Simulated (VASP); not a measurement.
Set up this calculation in VASP 6.6.1, as the native input.

```
Task                   : electric field gradients
Functional             : PBE
Potentials or basis    : VASP PAW PBE potentials, release 64 (Zn, Se)
Cutoff                 : 520 eV
k mesh                 : 13 × 13 × 13
Occupations            : fermi-dirac, width 0.08 eV
Spin                   : no spin polarisation
Dipole correction      : no
Further INCAR settings : ALGO = Normal; EDIFF = 1e-08; NBANDS = 16
```

The structure of ZnSe (rocksalt type) lies in POSCAR:

```
ZnSe
1.0
    0.0000000000      2.6836173955      2.6836173955
    2.6836173955      0.0000000000      2.6836173955
    2.6836173955      2.6836173955      0.0000000000
Zn Se
1 1
Direct
    0.0000000000      0.0000000000      0.0000000000
    0.5000000000      0.5000000000      0.5000000000
```

These files were run (other wordings do the same):

INCAR

```
SYSTEM = ZnSe
  ALGO = Normal
  EDIFF = 1E-8
  ENCUT = 520
  GGA = PE
  ISIF = 2
  ISMEAR = -1
  LASPH = .True.
  LCHARG = .False.
  LEFG = .True.
  LREAL = .False.
  LWAVE = .False.
  NBANDS = 16
  NELM = 100
  PREC = Accurate
  SIGMA = 0.08
```

KPOINTS

```
k-points
0
Gamma
  13 13 13
  0 0 0
```

Potentials or basis: VASP PAW PBE potentials, release 64 (Zn, Se).

Command:

```bash
$ cat potpaw_PBE.64/Zn/POTCAR potpaw_PBE.64/Se/POTCAR > POTCAR
$ mpirun -np 1 vasp_std > vasp.out
```

Results of the run:

```yaml
Pressure: 0.2 GPa
Band_gap_on_the_k_mesh: zero (band 9 reaches 3.12 eV, above the bottom of band 10 at 2.17 eV)
```

Caveat: without QUAD_EFG the Cq values of the log hold for a quadrupole moment of 1 mb, not for the nuclei.

It took 58 s on 1 thread of Intel(R) Xeon(R) Platinum 8259CL CPU @ 2.50GHz (Skylake/Cascade Lake), on a shared host, peak memory 0.19 GiB.
